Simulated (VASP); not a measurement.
# Ir (I4/mmm) in VASP: a series of runs, part 2 of 2

VASP 6.6.1. The steps go on from the part before.

## Step 3: Single point, PBE (14.49 Å³/atom)

File INCAR:

```
SYSTEM = Ir
PREC = Accurate ; ENCUT = 520
EDIFF = 1E-7 ; ISMEAR = 0
SIGMA = 0.15 ; LREAL = .FALSE.
LASPH = .TRUE. ; NELM = 100
ALGO = Fast ; ISIF = 2
LWAVE = .FALSE. ; LCHARG = .TRUE.
GGA = PE ; LELF = .TRUE.
LVHAR = .TRUE. ; NBANDS = 10
```

File KPOINTS:

```
regular mesh
0
G
  22 22 22
  0 0 0
```

File POSCAR:

```
Ir
1.0
    0.0000000000      2.0726758020      1.6869508352
    2.0726758020      0.0000000000      1.6869508352
    2.0726758020      2.0726758020      0.0000000000
Ir
1
Direct
    0.0000000000      0.0000000000      0.0000000000
```

Potentials or basis: VASP PAW PBE potentials, release 64 (Ir).

The run is started by

```
$ cat potpaw_PBE.64/Ir/POTCAR > POTCAR
$ mpirun -np 1 vasp_std > vasp.out
```

OUTCAR:

```text
SYSTEM = Ir
   PREC = Accurate
   ENCUT = 520
   EDIFF = 1E-7
   ISMEAR = 0
   LREAL = .FALSE.
   LASPH = .TRUE.
   NELM = 100
   ISIF = 2
   GGA = PE

 ion  position               nearest neighbor table
   1  0.000  0.000  0.000-

  LATTYP: Found a body centered tetragonal cell.
 ALAT       =     2.9312062296
 C/A-ratio  =     1.1510284184

  Lattice vectors:

 A1 = (   0.0000000000,  -2.0726758020,  -1.6869508352)
 A2 = (   0.0000000000,   2.0726758020,  -1.6869508352)
 A3 = (   2.0726758020,   0.0000000000,   1.6869508352)

Analysis of symmetry for initial positions (statically):
=====================================================================
 Subroutine PRICEL returns:
 Original cell was already a primitive cell.

 Routine SETGRP: Setting up the symmetry group for a
 body centered tetragonal supercell.

 Subroutine GETGRP returns: Found 16 space group operations
 (whereof 16 operations were pure point group operations)
 out of a pool of 16 trial point group operations.

The static configuration has the point symmetry D_4h.

Analysis of symmetry for dynamics (positions and initial velocities):
=====================================================================
 Subroutine PRICEL returns:
 Original cell was already a primitive cell.

 Routine SETGRP: Setting up the symmetry group for a
 body centered tetragonal supercell.

 Subroutine GETGRP returns: Found 16 space group operations
 (whereof 16 operations were pure point group operations)
 out of a pool of 16 trial point group operations.

The dynamic configuration has the point symmetry D_4h.

 Subroutine INISYM returns: Found 16 space group operations
 (whereof 16 operations are pure point group operations),
 and found     1 'primitive' translations

----------------------------------------------------------------------------------------

                                     Primitive cell

  volume of cell :      14.4942

  direct lattice vectors                    reciprocal lattice vectors
     0.000000000  2.072675802  1.686950835    -0.241234061  0.241234061  0.296392752
     2.072675802  0.000000000  1.686950835     0.241234061 -0.241234061  0.296392752
     2.072675802  2.072675802  0.000000000     0.241234061  0.241234061 -0.296392752

  length of vectors
     2.672412412  2.672412412  2.931206230     0.451925223  0.451925223  0.451925223

  position of ions in fractional coordinates (direct lattice)
     0.000000000  0.000000000  0.000000000

  ion indices of the primitive-cell ions
   primitive index   ion index
                 1           1

----------------------------------------------------------------------------------------

 KPOINTS: regular mesh

Automatic generation of k-mesh.
 Grid dimensions read from file:
 generate k-points for:   22   22   22

 Generating k-lattice:

  Cartesian coordinates                     Fractional coordinates (reciprocal lattice)
    -0.010965185  0.010965185  0.013472398     0.045454545  0.000000000  0.000000000
     0.010965185 -0.010965185  0.013472398     0.000000000  0.045454545  0.000000000
     0.010965185  0.010965185 -0.013472398     0.000000000  0.000000000  0.045454545

  Length of vectors
     0.020542056  0.020542056  0.020542056

  Shift w.r.t. Gamma in fractional coordinates (k-lattice)
     0.000000000  0.000000000  0.000000000

 Subroutine IBZKPT returns following result:
 ===========================================

 Found    834 irreducible k-points:

 Following reciprocal coordinates:
            Coordinates               Weight
  0.000000  0.000000  0.000000      1.000000
  0.045455 -0.000000  0.000000      8.000000
  0.090909 -0.000000  0.000000      8.000000
  0.136364  0.000000  0.000000      8.000000
  0.181818  0.000000  0.000000      8.000000
  0.227273 -0.000000  0.000000      8.000000
[... 16 lines left out ...]
  0.500000  0.045455  0.000000      8.000000
 -0.454545  0.045455  0.000000      8.000000
 [... further k-points ...]
   k-points           NKPTS =    834   k-points in BZ     NKDIM =    834   number of bands    NBANDS=     10
   number of dos      NEDOS =    301   number of ions     NIONS =      1
   total plane-waves  NPLWV =   9600
   dimension x,y,z NGX =    20 NGY =   20 NGZ =   24
   dimension x,y,z NGXF=    40 NGYF=   40 NGZF=   48
   ions per type =               1
   NGX,Y,Z   is equivalent  to a cutoff of  12.44, 12.44, 13.61 a.u.
   NGXF,Y,Z  is equivalent  to a cutoff of  24.88, 24.88, 27.22 a.u.
 SYSTEM =  Ir
   PREC   = accura    normal or accurate (medium, high low for compatibility)
   ISTART =      0    job   : 0-new  1-cont  2-samecut
   ICHARG =      2    charge: 1-file 2-atom 10-const
   ISPIN  =      1    spin polarized calculation?
   LNONCOLLINEAR =      F non collinear calculations
   LSORBIT =      F    spin-orbit coupling
   LASPH  =      T    aspherical Exc in radial PAW
   ENCUT  =  520.0 eV  38.22 Ry    6.18 a.u.   4.97  4.97  5.45*2*pi/ulx,y,z
   NELM   =    100;   NELMIN=  2; NELMDL= -5     # of ELM steps
   EDIFF  = 0.1E-06   stopping-criterion for ELM
   LREAL  =      F    real-space projection
   EDIFFG = 0.1E-05   stopping-criterion for IOM
   NSW    =      0    number of steps for IOM
   IBRION =     -1    ionic relax: 0-MD 1-quasi-New 2-CG
   NFREE  =      0    steps in history (QN), initial steepest desc. (CG)
   ISIF   =      2    stress and relaxation
   ISYM   =      2    0-nonsym 1-usesym 2-fastsym
   POTIM  = 0.5000    time-step for ionic-motion
   TEBEG  =    0.0;   TEEND  =   0.0 temperature during run
   PSTRESS=    0.0 pullay stress
   NELECT =       9.0000    total number of electrons
   NUPDOWN=      -1.0000    fix difference up-down
   EMIN   =  10.00;   EMAX   =-10.00  energy-range for DOS
   EFERMI =   0.00;   METHOD = LEGACY
   ISMEAR =     0;   SIGMA  =   0.15  broadening in eV -4-tet -1-fermi 0-gaus
   EFERMI_NEDOS =   21; number of points for ismear=-14 and -15
   IALGO  =     68    algorithm
   IMIX   =      4    mixing-type and parameters
     AMIX     =   0.40;   BMIX     =  1.00
     AMIX_MAG =   1.60;   BMIX_MAG =  1.00
  volume/ion in A,a.u.               =      14.49        97.81
  Fermi-wavevector in a.u.,A,eV,Ry     =   1.396660  2.639304 26.540319  1.950658
  Thomas-Fermi vector in A             =   2.519992
   LORBIT       =      0    0 simple, 1 ext, 2 COOP (PROOUT), +10 PAW based schemes
   GGA     = PE    functional components
   LHFCALC =     F    Hartree Fock is set to
   AEXX    =    0.0000 exact exchange contribution
   IVDW    =     0    specifies the selected vdW correction
   LEPSILON=     F    determine dielectric tensor
   LRPA    =     F    only Hartree local field effects (RPA)
 non-spin polarized calculation
 RMM-DIIS sequential band-by-band and
 Gauss-broadening in eV      SIGMA  =   0.15
  energy-cutoff  :      520.00
  volume of cell :       14.49
 maximum number of plane-waves:       418
   NGX =  9   NGY =  9   NGZ = 11

 number of electron       9.0000001 magnetization

 Free energy of the ion-electron system (eV)
  ---------------------------------------------------
  ext. energy  EPLUGINS =         0.00000000
  ---------------------------------------------------
  free energy    TOTEN  =        -8.48686264 eV

  energy without entropy =       -8.47136933  energy(sigma->0) =       -8.47911598

 E-fermi :   9.8534     XC(G=0): -13.8335

 val. band max:        9.8517040087   @ k =   0.4091   0.0909   0.0455
 cond. band min:       9.8547799182   @ k =   0.3182   0.0000   0.1818
 fundamental gap:      0.0030759095
 Fermi energy:         9.8533985580

 k-point     1 :       0.0000    0.0000    0.0000
  band No.  band energies     occupation
      1      -0.8622      2.00000
      2       5.8698      2.00000
      3       5.8698      2.00000
      4       7.1425      2.00000
      5       7.9913      2.00000
      6       9.7882      1.46096
      7      25.1423      0.00000
      8      27.8218      0.00000
      9      27.8218      0.00000
     10      35.0938      0.00000

 k-point     2 :       0.0455   -0.0000    0.0000
  band No.  band energies     occupation
      1      -0.7705      2.00000
      2       5.8701      2.00000
      3       5.9014      2.00000
      4       7.1479      2.00000
      5       7.9668      2.00000
      6       9.7534      1.65399
      7      25.2842      0.00000
      8      27.8129      0.00000
      9      27.9636      0.00000
     10      34.0318      0.00000
[... 274 lines left out ...]
 k-point    24 :      -0.4545    0.0455    0.0000
  band No.  band energies     occupation
      1       2.2683      2.00000
      2       5.0137      2.00000
      3       7.5535      2.00000
      4       8.8471      2.00000
      5      10.5724      0.00000
      6      11.4576      0.00000
      7      17.6788      0.00000
      8      23.6308      0.00000
      9      28.0627      0.00000
     10      32.2227      0.00000

 [... further k-points ...]
[... 5 lines left out ...]
  --------------------------------------------------------------------------------------
  -------------------------------------------------------------------------------------
  Total       -0.7383667     -0.7383667      3.5839318      0.0000000     -0.0000000      0.0000000
  in kB      -81.6182923    -81.6182923    396.1641271      0.0000000     -0.0000000      0.0000000
  external PRESSURE =      77.6425142 kB  Pullay stress =       0.0000000 kB

 VOLUME and BASIS-vectors are now :
 -----------------------------------------------------------------------------
  energy-cutoff  :      520.00
  volume of cell :       14.49
      direct lattice vectors                 reciprocal lattice vectors
     0.000000000  2.072675802  1.686950835    -0.241234061  0.241234061  0.296392752
     2.072675802  0.000000000  1.686950835     0.241234061 -0.241234061  0.296392752
     2.072675802  2.072675802  0.000000000     0.241234061  0.241234061 -0.296392752

 POSITION                                       TOTAL-FORCE (eV/Angst)
 -----------------------------------------------------------------------------------
      0.00000      0.00000      0.00000         0.000000      0.000000      0.000000
 -----------------------------------------------------------------------------------
    total drift:                                0.000000     -0.000000     -0.000000

  FREE ENERGIE OF THE ION-ELECTRON SYSTEM (eV)
  ---------------------------------------------------
  free  energy   TOTEN  =        -8.4868626389 eV

  energy  without entropy=       -8.4713693281  energy(sigma->0) =       -8.47911598
```

OSZICAR:

```text
N       E                     dE             d eps       ncg     rms          rms(c)
DAV:   1     0.479209957352E+02    0.47921E+02   -0.43572E+03 16888   0.814E+02
DAV:   2    -0.808393132392E+01   -0.56005E+02   -0.53246E+02 17050   0.195E+02
DAV:   3    -0.899453420918E+01   -0.91060E+00   -0.90534E+00 19422   0.303E+01
DAV:   4    -0.900287418022E+01   -0.83400E-02   -0.83384E-02 19072   0.270E+00
DAV:   5    -0.900304079443E+01   -0.16661E-03   -0.16661E-03 19236   0.368E-01    0.147E+01
RMM:   6    -0.856808087714E+01    0.43496E+00   -0.35581E-01 17284   0.745E+00    0.621E+00
RMM:   7    -0.849059699357E+01    0.77484E-01   -0.15720E-01 17757   0.367E+00    0.171E+00
RMM:   8    -0.848843930969E+01    0.21577E-02   -0.17016E-02 20211   0.171E+00    0.100E+00
RMM:   9    -0.848733909969E+01    0.11002E-02   -0.31876E-03 20028   0.451E-01    0.353E-01
RMM:  10    -0.848684529173E+01    0.49381E-03   -0.17606E-03 18139   0.587E-01    0.182E-02
RMM:  11    -0.848686515828E+01   -0.19867E-04   -0.19058E-04 22839   0.129E-01    0.365E-02
RMM:  12    -0.848686677089E+01   -0.16126E-05   -0.22758E-05 22252   0.350E-02    0.343E-02
RMM:  13    -0.848686582748E+01    0.94341E-06   -0.19751E-06 21027   0.114E-02    0.262E-02
RMM:  14    -0.848686288975E+01    0.29377E-05   -0.11755E-06 19662   0.120E-02    0.360E-03
RMM:  15    -0.848686266560E+01    0.22415E-06   -0.25547E-07 15299   0.413E-03    0.330E-03
RMM:  16    -0.848686263894E+01    0.26661E-07   -0.37058E-08 10552   0.160E-03
   1 F= -.84868626E+01 E0= -.84791160E+01  d E =-.154933E-01
```

Run time: 81 s. Hardware: 1 thread of Intel Xeon Platinum 8559C (Emerald Rapids), shared host; peak memory 0.25 GiB.

What came out:

| Quantity | Value |
| --- | --- |
| Free energy | -8.4869 eV |
| Pressure | 7.8 GPa |
| Band gap on the k mesh | zero (an odd number of electrons rules out a gap without spin polarisation) |

Levels at points of the mesh, in eV from the Fermi level:
```
           k point  band 1  band 2  band 3  band 4  band 5  band 6  band 7  band 8  band 9
(0.00, 0.00, 0.00)  -10.72   -3.98   -3.98   -2.71   -1.86   -0.07   15.29   17.97   17.97
(0.50, 0.00, 0.00)   -7.67   -4.94   -2.02   -0.42    0.16    1.80    7.50   13.50   18.04
(0.50, 0.50, 0.00)   -7.26   -7.14    1.05    1.59    1.59    5.12    9.36    9.36   13.78
(0.50, 0.00, 0.50)   -7.56   -6.41    0.34    0.37    0.54    2.25    8.78   12.21   14.58
```

Caveat: the cell stands under pressure; spin-orbit coupling is left out, which moves the levels of the heavy elements.
